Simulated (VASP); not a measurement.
A run of VASP 6.6.1 is set up as follows.

Contents of INCAR:

```
SYSTEM = K
  ALGO = Normal
  EDIFF = 1E-8
  ENCUT = 520
  GGA = PE
  ISIF = 2
  ISMEAR = -1
  LASPH = .TRUE.
  LCHARG = .FALSE.
  LEFG = .TRUE.
  LREAL = .FALSE.
  LWAVE = .FALSE.
  NBANDS = 10
  NELM = 80
  PREC = Accurate
  SIGMA = 0.08
```

Contents of KPOINTS:

```
k-points
0
G
  10 10 10
  0 0 0
```

POSCAR

```
K
1.0
   -2.5915537474      2.5915537474      2.5915537474
    2.5915537474     -2.5915537474      2.5915537474
    2.5915537474      2.5915537474     -2.5915537474
K
1
Direct
    0.0000000000      0.0000000000      0.0000000000
```

Potentials or basis: VASP PAW PBE potentials, release 64 (K_sv).

Launch:

```bash
$ cat potpaw_PBE.64/K_sv/POTCAR > POTCAR
$ mpirun -np 1 vasp_std > vasp.out
```

Q: What does it give for the pressure?

A: 0.2 GPa.

Q: What does it give for the band gap on the k mesh?

A: Zero (an odd number of electrons rules out a gap without spin polarisation).
